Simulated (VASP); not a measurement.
# CdInS2O (P4/mmm) in VASP: a series of runs

CdInS2O is run at these levels: PBE; tasks: single point.

Everything below comes from runs of VASP 6.6.1. Logs are shortened: lines on timing, memory, paths and dates and some standing lists are left out, and cuts for length are marked.

### 1 The cell of the first run

Symmetry: P4/mmm, No. 123, tetragonal system. The conventional cell has a = 4.704 Å, b = 4.704 Å, c = 4.704 Å, α = 90.00°, β = 90.00°, γ = 90.00°. Cd (site symmetry 4/mmm) has 8 S at 3.33 Å and 4 O at 3.33 Å and 8 In at 4.07 Å within 4.4 Å. In (site symmetry 4/mmm) has 4 S at 2.35 Å and 2 O at 2.35 Å within 3.1 Å. S (site symmetry mmm) has 2 In at 2.35 Å within 3.1 Å. O (site symmetry 4/mmm) has 2 In at 2.35 Å within 3.1 Å.

### 2 Single point, PBE

Contents of INCAR:

```
PREC = Accurate
ENCUT = 520
EDIFF = 1E-6
ISMEAR = 0
SIGMA = 0.1
LREAL = False
LASPH = True
NELM = 80
ALGO = Normal
ISIF = 2
LWAVE = False
LCHARG = False
GGA = PE
NBANDS = 30
```

Contents of KPOINTS:

```
Automatic mesh
0
Gamma
  4 4 4
```

Contents of POSCAR:

```
CdInS2O
1.0
    4.7040055100      0.0000000000      0.0000000000
    0.0000000000      4.7040055100      0.0000000000
    0.0000000000      0.0000000000      4.7040055100
Cd In S O
1 1 2 1
Direct
    0.5000000000      0.5000000000      0.5000000000
    0.0000000000      0.0000000000      0.0000000000
    0.5000000000      0.0000000000      0.0000000000
    0.0000000000      0.5000000000      0.0000000000
    0.0000000000      0.0000000000      0.5000000000
```

Potentials or basis: VASP PAW PBE potentials, release 64 (Cd, In_d, S, O).

Started as:

```console
cat potpaw_PBE.64/Cd/POTCAR potpaw_PBE.64/In_d/POTCAR potpaw_PBE.64/S/POTCAR potpaw_PBE.64/O/POTCAR > POTCAR
mpirun -np 1 vasp_std > vasp.out
```

OUTCAR:

```text
PREC = Accurate
   ENCUT = 520
   EDIFF = 1E-6
   ISMEAR = 0
   LREAL = False
   LASPH = True
   NELM = 80
   ISIF = 2
   GGA = PE

 ion  position               nearest neighbor table
   1  0.500  0.500  0.500-
   2  0.000  0.000  0.000-   3 2.35   4 2.35   5 2.35   5 2.35   4 2.35   3 2.35
   3  0.500  0.000  0.000-   2 2.35   2 2.35
   4  0.000  0.500  0.000-   2 2.35   2 2.35
   5  0.000  0.000  0.500-   2 2.35   2 2.35

  LATTYP: Found a simple cubic cell.
 ALAT       =     4.7040055100

  Lattice vectors:

 A1 = (   4.7040055100,   0.0000000000,   0.0000000000)
 A2 = (   0.0000000000,   4.7040055100,   0.0000000000)
 A3 = (   0.0000000000,   0.0000000000,   4.7040055100)

Analysis of symmetry for initial positions (statically):
=====================================================================
 Subroutine PRICEL returns:
 Original cell was already a primitive cell.

 Routine SETGRP: Setting up the symmetry group for a
 simple cubic supercell.

 Subroutine GETGRP returns: Found 16 space group operations
 (whereof 16 operations were pure point group operations)
 out of a pool of 48 trial point group operations.

The static configuration has the point symmetry D_4h.

Analysis of symmetry for dynamics (positions and initial velocities):
=====================================================================
 Subroutine PRICEL returns:
 Original cell was already a primitive cell.

 Routine SETGRP: Setting up the symmetry group for a
 simple cubic supercell.

 Subroutine GETGRP returns: Found 16 space group operations
 (whereof 16 operations were pure point group operations)
 out of a pool of 48 trial point group operations.

The dynamic configuration has the point symmetry D_4h.

 Subroutine INISYM returns: Found 16 space group operations
 (whereof 16 operations are pure point group operations),
 and found     1 'primitive' translations

----------------------------------------------------------------------------------------

                                     Primitive cell

  volume of cell :     104.0887

  direct lattice vectors                    reciprocal lattice vectors
     4.704005510  0.000000000  0.000000000     0.212584785  0.000000000  0.000000000
     0.000000000  4.704005510  0.000000000     0.000000000  0.212584785  0.000000000
[... 82 lines left out ...]
   ENCUT  =  520.0 eV  38.22 Ry    6.18 a.u.   8.75  8.75  8.75*2*pi/ulx,y,z
   NELM   =     80;   NELMIN=  2; NELMDL= -5     # of ELM steps
   EDIFF  = 0.1E-05   stopping-criterion for ELM
   LREAL  =      F    real-space projection
   EDIFFG = 0.1E-04   stopping-criterion for IOM
   NSW    =      0    number of steps for IOM
   IBRION =     -1    ionic relax: 0-MD 1-quasi-New 2-CG
   NFREE  =      0    steps in history (QN), initial steepest desc. (CG)
   ISIF   =      2    stress and relaxation
   ISYM   =      2    0-nonsym 1-usesym 2-fastsym
   POTIM  = 0.5000    time-step for ionic-motion
   TEBEG  =    0.0;   TEEND  =   0.0 temperature during run
   PSTRESS=    0.0 pullay stress
   NELECT =      43.0000    total number of electrons
   NUPDOWN=      -1.0000    fix difference up-down
   EMIN   =  10.00;   EMAX   =-10.00  energy-range for DOS
   EFERMI =   0.00;   METHOD = LEGACY
   ISMEAR =     0;   SIGMA  =   0.10  broadening in eV -4-tet -1-fermi 0-gaus
   EFERMI_NEDOS =   21; number of points for ismear=-14 and -15
   IALGO  =     38    algorithm
   IMIX   =      4    mixing-type and parameters
     AMIX     =   0.40;   BMIX     =  1.00
     AMIX_MAG =   1.60;   BMIX_MAG =  1.00
  volume/ion in A,a.u.               =      20.82       140.49
  Fermi-wavevector in a.u.,A,eV,Ry     =   1.219260  2.304068 20.226368  1.486596
  Thomas-Fermi vector in A             =   2.354519
   LORBIT       =      0    0 simple, 1 ext, 2 COOP (PROOUT), +10 PAW based schemes
   GGA     = PE    functional components
   LHFCALC =     F    Hartree Fock is set to
   AEXX    =    0.0000 exact exchange contribution
   IVDW    =     0    specifies the selected vdW correction
   LEPSILON=     F    determine dielectric tensor
   LRPA    =     F    only Hartree local field effects (RPA)
 non-spin polarized calculation
 Gauss-broadening in eV      SIGMA  =   0.10
  energy-cutoff  :      520.00
  volume of cell :      104.09
 maximum number of plane-waves:      2826
 NGX is ok and might be reduce to    36
   NGX = 17   NGY = 17   NGZ = 17

 number of electron      43.0000023 magnetization

 Free energy of the ion-electron system (eV)
  ---------------------------------------------------
  ext. energy  EPLUGINS =         0.00000000
  ---------------------------------------------------
  free energy    TOTEN  =       -15.17777166 eV

  energy without entropy =      -15.13248956  energy(sigma->0) =      -15.15513061

 E-fermi :   3.0063     XC(G=0):  -9.7318

 val. band max:        2.9704421886   @ k =   0.2500   0.5000   0.5000
 cond. band min:       3.0122402600   @ k =   0.2500   0.2500   0.2500
 fundamental gap:      0.0417980714
 Fermi energy:         3.0062964283

 k-point     1 :       0.0000    0.0000    0.0000
  band No.  band energies     occupation
      1     -12.8130      2.00000
      2     -11.8206      2.00000
      3     -11.3714      2.00000
      4     -10.7238      2.00000
      5     -10.5411      2.00000
      6     -10.5411      2.00000
[... 583 lines left out ...]
     29      10.6517      0.00000
     30      12.6266      0.00000

------------------------ aborting loop because EDIFF is reached ----------------------------------------

  FORCE on cell =-STRESS in cart. coord.  units (eV):
  Direction    XX          YY          ZZ          XY          YZ          ZX
  --------------------------------------------------------------------------------------
  -------------------------------------------------------------------------------------
  Total        7.3455533      7.3455533     -8.0359667      0.0000000     -0.0000000     -0.0000000
  in kB      113.0658965    113.0658965   -123.6930354      0.0000000     -0.0000000     -0.0000000
  external PRESSURE =      34.1462525 kB  Pullay stress =       0.0000000 kB

 VOLUME and BASIS-vectors are now :
 -----------------------------------------------------------------------------
  energy-cutoff  :      520.00
  volume of cell :      104.09
      direct lattice vectors                 reciprocal lattice vectors
     4.704005510  0.000000000  0.000000000     0.212584785  0.000000000  0.000000000
     0.000000000  4.704005510  0.000000000     0.000000000  0.212584785  0.000000000
     0.000000000  0.000000000  4.704005510     0.000000000  0.000000000  0.212584785

 POSITION                                       TOTAL-FORCE (eV/Angst)
 -----------------------------------------------------------------------------------
      2.35200      2.35200      2.35200         0.000000      0.000000      0.000000
      0.00000      0.00000      0.00000         0.000000      0.000000      0.000000
      2.35200      0.00000      0.00000         0.000000      0.000000      0.000000
      0.00000      2.35200      0.00000         0.000000      0.000000      0.000000
      0.00000      0.00000      2.35200         0.000000      0.000000      0.000000
 -----------------------------------------------------------------------------------
    total drift:                                0.000000      0.000000      0.000000

  FREE ENERGIE OF THE ION-ELECTRON SYSTEM (eV)
  ---------------------------------------------------
  free  energy   TOTEN  =       -15.1777716616 eV

  energy  without entropy=      -15.1324895599  energy(sigma->0) =      -15.15513061
```

Run time: 53 s. Hardware: 1 thread of Oxide Virtual Turin-like, shared host; peak memory 0.2 GiB.

What came out:

* Free energy: -15.1778 eV
* Pressure: 3.4 GPa
* Band gap on the k mesh: zero (an odd number of electrons rules out a gap without spin polarisation)

Levels at points of the mesh, in eV from the Fermi level:
| k point | band 20 | band 21 | band 22 | band 23 | band 24 | band 25 |
| --- | --- | --- | --- | --- | --- | --- |
| (0.00, 0.00, 0.00) | -0.68 | -0.67 | -0.39 | -0.39 | 0.91 | 6.62 |
| (0.50, 0.00, 0.00) | -0.76 | -0.49 | -0.31 | 1.35 | 3.88 | 5.43 |
| (0.00, 0.00, 0.50) | -0.78 | -0.48 | -0.48 | 1.94 | 2.63 | 4.40 |
| (0.50, 0.50, 0.00) | -0.99 | 0.55 | 0.68 | 1.63 | 4.25 | 4.90 |
| (0.00, 0.50, 0.50) | -0.60 | -0.07 | 0.24 | 1.39 | 5.00 | 5.49 |
| (0.50, 0.50, 0.50) | 0.28 | 0.28 | 0.57 | 0.66 | 4.26 | 6.11 |

Caveat: the stress differs along the axes, from -12 to 11 GPa; spin-orbit coupling is left out, which moves the levels of the heavy elements; an odd number of electrons without spin polarisation forces a metal; a magnetic or distorted state may lie lower.

### 3 Single point, PBE, collinear spin, ferromagnetic start

Contents of INCAR:

```
ALGO = Normal ; EDIFF = 1E-6
ENCUT = 520 ; GGA = PE
ISIF = 2 ; ISMEAR = 0
ISPIN = 2 ; LASPH = T
LCHARG = F ; LORBIT = 11
LREAL = F ; LWAVE = F
MAGMOM = 0 0 0 0 1 ; NBANDS = 34
NELM = 150 ; PREC = Accurate
SIGMA = 0.1
```

Contents of KPOINTS:

```
k-points
0
Gamma
  4 4 4
```

POSCAR is that of step 2.

Potentials or basis: VASP PAW PBE potentials, release 64 (Cd, In_d, S, O).

Started as:

```console
cat potpaw_PBE.64/Cd/POTCAR potpaw_PBE.64/In_d/POTCAR potpaw_PBE.64/S/POTCAR potpaw_PBE.64/O/POTCAR > POTCAR
mpirun -np 1 vasp_std > vasp.out
```

It took 2.6 min on 1 thread of Oxide Virtual Turin-like, shared host; peak memory 0.27 GiB.

It converged, with:

```
Free energy                                           : -15.1778 eV
Pressure                                              : 3.4 GPa
Net moment                                            : 0.01 μB per cell
Valence electrons inside the program's atomic spheres : Cd 10.00; In 11.54; S 3.74; O 4.82
```

Stress tensor (GPa, compression positive):
```
 11.29   0.00   0.00
  0.00  11.29   0.00
  0.00   0.00 -12.37
```

Levels at points of the mesh, in eV from the Fermi level:
Spin up:
```
           k point  band 19  band 20  band 21  band 22  band 23  band 24  band 25  band 26
(0.00, 0.00, 0.00)    -0.70    -0.68    -0.67    -0.39    -0.39     0.91     6.62     7.38
(0.50, 0.00, 0.00)    -1.42    -0.76    -0.49    -0.31     1.34     3.88     5.43     5.97
(0.00, 0.00, 0.50)    -0.78    -0.78    -0.48    -0.48     1.94     2.62     4.40     5.30
(0.50, 0.50, 0.00)    -0.99    -0.99     0.55     0.67     1.63     4.25     4.90     4.90
(0.00, 0.50, 0.50)    -1.26    -0.60    -0.07     0.25     1.39     5.00     5.49     5.72
(0.50, 0.50, 0.50)    -0.16     0.28     0.28     0.57     0.66     4.26     6.11     6.11
```
Spin down:
| k point | band 19 | band 20 | band 21 | band 22 | band 23 | band 24 | band 25 | band 26 |
| --- | --- | --- | --- | --- | --- | --- | --- | --- |
| (0.00, 0.00, 0.00) | -0.70 | -0.68 | -0.67 | -0.39 | -0.39 | 0.92 | 6.62 | 7.38 |
| (0.50, 0.00, 0.00) | -1.42 | -0.76 | -0.49 | -0.31 | 1.35 | 3.88 | 5.44 | 5.97 |
| (0.00, 0.00, 0.50) | -0.78 | -0.78 | -0.47 | -0.47 | 1.94 | 2.63 | 4.40 | 5.30 |
| (0.50, 0.50, 0.00) | -0.99 | -0.99 | 0.55 | 0.68 | 1.63 | 4.25 | 4.90 | 4.90 |
| (0.00, 0.50, 0.50) | -1.26 | -0.60 | -0.07 | 0.24 | 1.39 | 5.00 | 5.49 | 5.72 |
| (0.50, 0.50, 0.50) | -0.16 | 0.28 | 0.28 | 0.57 | 0.67 | 4.26 | 6.12 | 6.12 |

Caveat: the stress differs along the axes, from -12 to 11 GPa; spin-orbit coupling is left out, which moves the levels of the heavy elements.

### 4 Single point, PBE, collinear spin, ferromagnetic start

This run uses another cell than the first one, of 21.23 Å³/atom.

Contents of INCAR:

```
PREC = Accurate
ENCUT = 520
EDIFF = 1E-7
ISMEAR = 0
SIGMA = 0.1
LREAL = F
LASPH = T
NELM = 150
ALGO = Normal
ISIF = 2
LWAVE = F
LCHARG = F
ISPIN = 2
MAGMOM = 0 0 0 0 1
LORBIT = 11
GGA = PE
NBANDS = 34
```

Contents of KPOINTS:

```
Automatic mesh
0
Gamma
  4 4 4
```

Changes to POSCAR since step 3:

```diff
@@ -2,5 +2,5 @@
 1.0
-    4.7040055100      0.0000000000      0.0000000000
-    0.0000000000      4.7040055100      0.0000000000
-    0.0000000000      0.0000000000      4.7040055100
+    5.1584823958      0.0000000000      0.0000000000
+    0.0000000000      5.1584823958      0.0000000000
+    0.0000000000      0.0000000000      3.9885442341
 Cd In S O
```

Started as:

```console
cat potpaw_PBE.64/Cd/POTCAR potpaw_PBE.64/In_d/POTCAR potpaw_PBE.64/S/POTCAR potpaw_PBE.64/O/POTCAR > POTCAR
mpirun -np 1 vasp_std > vasp.out
```

Wall time 2.4 min (1 thread of Oxide Virtual Turin-like, shared host); peak memory 0.27 GiB.

The run converged. Its results:

```
Free energy                                           : -16.6790 eV
Pressure                                              : 0.1 GPa
Net moment                                            : -0.90 μB per cell
Site moments                                          : Cd +0.02; In +0.00; S -0.18; O -0.30 μB
Valence electrons inside the program's atomic spheres : Cd 10.04; In 11.47; S 3.66; O 4.96
```

Stress tensor (GPa, compression positive):
```
0.03 0.00 0.00
0.00 0.03 0.00
0.00 0.00 0.36
```

Levels at points of the mesh, in eV from the Fermi level:
Spin up:
```tsv
k point	band 18	band 19	band 20	band 21	band 22	band 23	band 24	band 25
(0.00, 0.00, 0.00)	-1.00	-0.94	-0.35	-0.01	-0.01	0.16	1.25	6.96
(0.50, 0.00, 0.00)	-1.65	-1.00	-0.25	-0.05	0.06	1.76	4.12	5.11
(0.50, 0.50, 0.00)	-1.25	-0.03	-0.03	0.05	0.25	2.82	4.82	4.82
(0.00, 0.00, 0.50)	-0.92	-0.80	-0.80	-0.35	-0.35	2.69	3.09	4.83
(0.50, 0.00, 0.50)	-1.76	-0.88	-0.72	0.07	0.23	1.57	4.62	4.92
(0.50, 0.50, 0.50)	-0.60	0.18	0.27	0.27	0.28	0.28	5.42	5.42
```
Spin down:
| k point | band 18 | band 19 | band 20 | band 21 | band 22 | band 23 | band 24 | band 25 | band 26 | band 27 |
| --- | --- | --- | --- | --- | --- | --- | --- | --- | --- | --- |
| (0.00, 0.00, 0.00) | -1.21 | -0.92 | -0.71 | -0.48 | -0.48 | -0.23 | 1.17 | 6.89 | 6.92 | 7.67 |
| (0.50, 0.00, 0.00) | -1.75 | -1.49 | -0.61 | -0.57 | -0.32 | 1.71 | 4.05 | 5.02 | 7.13 | 7.28 |
| (0.50, 0.50, 0.00) | -1.75 | -0.41 | -0.41 | -0.22 | 0.12 | 2.79 | 4.77 | 4.77 | 6.07 | 6.07 |
| (0.00, 0.00, 0.50) | -1.33 | -1.33 | -1.27 | -0.49 | -0.49 | 2.56 | 3.08 | 4.78 | 4.78 | 4.99 |
| (0.50, 0.00, 0.50) | -1.85 | -1.26 | -0.99 | -0.45 | -0.07 | 1.41 | 4.63 | 4.91 | 6.29 | 6.73 |
| (0.50, 0.50, 0.50) | -0.57 | -0.29 | -0.29 | -0.10 | -0.04 | 0.15 | 5.37 | 5.37 | 5.68 | 6.92 |

Caveat: the k points lie up to 0.39 Å⁻¹ apart; a moment this small can come from the mesh or the smearing; spin-orbit coupling is left out, which moves the levels of the heavy elements.

### 5 Overview

```tsv
spin	cell	gap on the mesh (eV)	pressure (GPa)	moment (μB)
off	a = 4.704 Å, 5 atoms	none	3.4	-
collinear, ferromagnetic start	a = 4.704 Å, 5 atoms	none	3.4	0.01
collinear, ferromagnetic start	a = 5.158, b = 5.158, c = 3.989 Å, 5 atoms	none	0.1	0.90
```

Alike in all rows: task single point; level PBE; potentials or basis VASP PAW PBE potentials, release 64 (Cd, In_d, S, O); k mesh 4 × 4 × 4; cutoff (eV) 520; smearing gaussian 0.1 eV.

Caveats: some runs use coarse meshes; spin-orbit coupling is left out, which moves the levels of the heavy elements; the stress differs along the axes, from -12 to 11 GPa (at least some runs); an odd number of electrons without spin polarisation forces a metal (at least some runs); a magnetic or distorted state may lie lower (at least some runs); a moment this small can come from the mesh or the smearing (at least some runs).

Absolute energies hang on the potentials; compare differences alone.

The gap in the log of VASP goes by the Fermi energy; the results here count the filled bands.